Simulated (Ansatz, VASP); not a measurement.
**WC in VASP and in Ansatz**

POSCAR

```
WC
1.0
    2.9005014360      0.0000000000      0.0543844019
   -1.4502507180      2.5119079273     -0.0271922010
    0.0530437500      0.0000000000      2.8290000000
W C
1 1
Direct
    0.0000000000      0.0000000000      0.0000000000
    0.6666666667      0.3333333333      0.5000000000
```

Contents of INCAR.step1:

```
PREC = Accurate
ENCUT = 520
ISMEAR = 0
SIGMA = 0.15
LREAL = False
LASPH = True
NELM = 80
NBANDS = 16
GGA = PE
ALGO = Normal
EDIFF = 1E-4
LWAVE = True
LCHARG = False
```

Contents of INCAR.step2:

```
PREC = Accurate
ENCUT = 520
EDIFF = 1E-6
ISMEAR = 0
SIGMA = 0.15
LREAL = False
LASPH = True
NELM = 80
ALGO = Normal
ISIF = 2
LWAVE = False
LCHARG = False
METAGGA = R2SCAN
LMIXTAU = True
NBANDS = 16
ISTART = 1
```

The input KPOINTS:

```
regular mesh
0
Gamma
  18 18 16
```

Input for Ansatz:

```yaml
crystal:
  lattice:
    - [2.900501436, 0.0, 0.0543844019]
    - [-1.450250718, 2.5119079273, -0.027192201]
    - [0.05304375, 0.0, 2.829]
  atoms:
    - { symbol: W, position: [0.0, 0.0, 0.0] }
    - { symbol: C, position: [0.6666666667, 0.3333333333, 0.5] }
basis:
  ecutwfc: 500
kpoints:
  mp_grid: { grid: [18, 18, 16] }
hamiltonian:
  xc: r2scan
scf:
  occupations: { method: gaussian, width: 0.15 }
output:
  forces: true
  stress: true
  eigenvalues: true
  write_density: true
  write_potential: true
  elf: true
  volumetric_format: npy
```

Change from the starting cell: strain +0.0375 x Voigt [0, 0, 0, 0, 1, 0], atoms carried along.

Alike in both runs: task single point; functional r2SCAN; k mesh 18 × 18 × 16; occupations gaussian, width 0.15 eV; no spin polarisation.

|  | VASP | Ansatz |
| --- | --- | --- |
| version | VASP 6.6.1 | Ansatz 0.2.0 |
| potentials or method | VASP PAW PBE potentials, release 64 (W_sv, C), cutoff 520 eV | scalar-relativistic, plane waves, PAW |
| valence electrons in the cell | 18 | 18 |

Ansatz gave:

| Item | Value |
| --- | --- |
| gap on the k mesh at the Fermi level (eV) | none |
| pressure (GPa) | 4.9 |
| traceless stress, the component that is largest in VASP (GPa) | -12.21 |
| rms of the force components (eV/Å) | 0.025 |

Task: Estimate VASP's values.

Result: gap on the k mesh at the Fermi level (eV): none; pressure (GPa): 6.9; traceless stress, the component that is largest in VASP (GPa): -12.32; rms of the force components (eV/Å): 0.025.

VASP's potentials were made for PBE, not for r2SCAN. Atom by atom the forces differ by 0.000 eV/Å (rms over components). A gap of «none» marks a metal or a gap that the smearing closes.

Neither program's run includes spin-orbit coupling.
